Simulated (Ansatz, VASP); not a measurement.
## Two plane-wave programs on P

```
CELL_PARAMETERS angstrom
0.00000 2.38194 5.38793
1.30076 0.00000 5.38793
1.30076 2.38194 0.00000
ATOMIC_POSITIONS crystal
P 0.89640 0.89640 0.10360
P 0.10360 0.10360 0.89640
```

Alike in both runs: functional PBE; k mesh 24 × 24 × 24; occupations gaussian, width 0.1 eV; no spin polarisation.

Ansatz relaxed the structure, and its values are those at the end. VASP's run is a single point on that final structure, the one shown.

|  | VASP | Ansatz |
| --- | --- | --- |
| version | VASP 6.6.1 | Ansatz 0.2.0 |
| potentials or method | VASP PAW PBE potentials, release 64 (P), cutoff 520 eV | scalar-relativistic, plane waves, PAW |
| valence electrons in the cell | 10 | 10 |

```csv
,VASP,Ansatz,Ansatz less VASP
gap on the k mesh at the Fermi level (eV),none,none,-
pressure (GPa),-0.3,0.0,+0.25
rms of the force components (eV/Å),0.029,0.000,-0.0288
```

A gap of «none» marks a metal or a gap that the smearing closes.
